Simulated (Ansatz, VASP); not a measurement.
**CdSiSb2: VASP beside Ansatz**

The input INCAR:

```
SYSTEM = CdSiSb2
PREC = Accurate
ENCUT = 520
EDIFF = 1E-7
ISMEAR = -1
SIGMA = 0.02
LREAL = .False.
LASPH = .True.
NELM = 100
ALGO = Normal
ISIF = 2
LWAVE = .False.
LCHARG = .True.
GGA = PE
LELF = .True.
LVHAR = .True.
NBANDS = 36
```

File KPOINTS:

```
regular mesh
0
Gamma
  6 6 2
  0 0 0
```

File POSCAR:

```
CdSiSb2
1.0
    4.3812488606      0.0000000000      0.0000000000
    0.0000000000      4.3812488606      0.0000000000
    0.0000000000      0.0000000000     12.8485161369
Cd Sb Si
2 4 2
Direct
    0.5000000000      0.0000000000      0.8657229403
    0.0000000000      0.5000000000      0.1342770597
    0.5000000000      0.5000000000      0.0000000000
    0.0000000000      0.0000000000      0.2726518327
    0.5000000000      0.5000000000      0.5000000000
    0.0000000000      0.0000000000      0.7273481673
    0.5000000000      0.0000000000      0.3847765776
    0.0000000000      0.5000000000      0.6152234224
```

Input for Ansatz:

```yaml
crystal:
  lattice:
    - [4.3812488606, 0.0, 0.0]
    - [0.0, 4.3812488606, 0.0]
    - [0.0, 0.0, 12.8485161369]
  atoms:
    - { symbol: Cd, position: [0.5, 0.0, 0.8657229403] }
    - { symbol: Sb, position: [0.5, 0.5, 0.0] }
    - { symbol: Cd, position: [0.0, 0.5, 0.1342770597] }
    - { symbol: Sb, position: [0.0, 0.0, 0.2726518327] }
    - { symbol: Si, position: [0.5, 0.0, 0.3847765776] }
    - { symbol: Sb, position: [0.5, 0.5, 0.5] }
    - { symbol: Si, position: [0.0, 0.5, 0.6152234224] }
    - { symbol: Sb, position: [0.0, 0.0, 0.7273481673] }
kpoints:
  mp_grid: { grid: [6, 6, 2] }
hamiltonian:
  xc: pbe
scf:
  occupations: { method: fermi_dirac, width: 0.02 }
  n_extra_bands: 6
output:
  forces: true
  stress: true
  eigenvalues: true
```

Alike in both runs: task single point; functional PBE; k mesh 6 × 6 × 2; occupations fermi-dirac, width 0.02 eV; no spin polarisation.

|  | VASP | Ansatz |
| --- | --- | --- |
| version | VASP 6.6.1 | Ansatz 0.2.0 |
| potentials or method | VASP PAW PBE potentials, release 64 (Cd, Sb, Si) | plane waves, PAW |
| plane-wave cutoff (eV) | 520 | 420 |
| valence electrons in the cell | 52 | 108 |

```csv
,VASP,Ansatz,Ansatz less VASP
pressure (GPa),1.5,1.3,-0.13
rms of the force components (eV/Å),0.012,0.006,-0.0056
```

VASP's potentials hold 52 valence electrons a cell and Ansatz's 108, so a difference there can come from the potentials and not from the codes.

Spin-orbit coupling is off throughout.
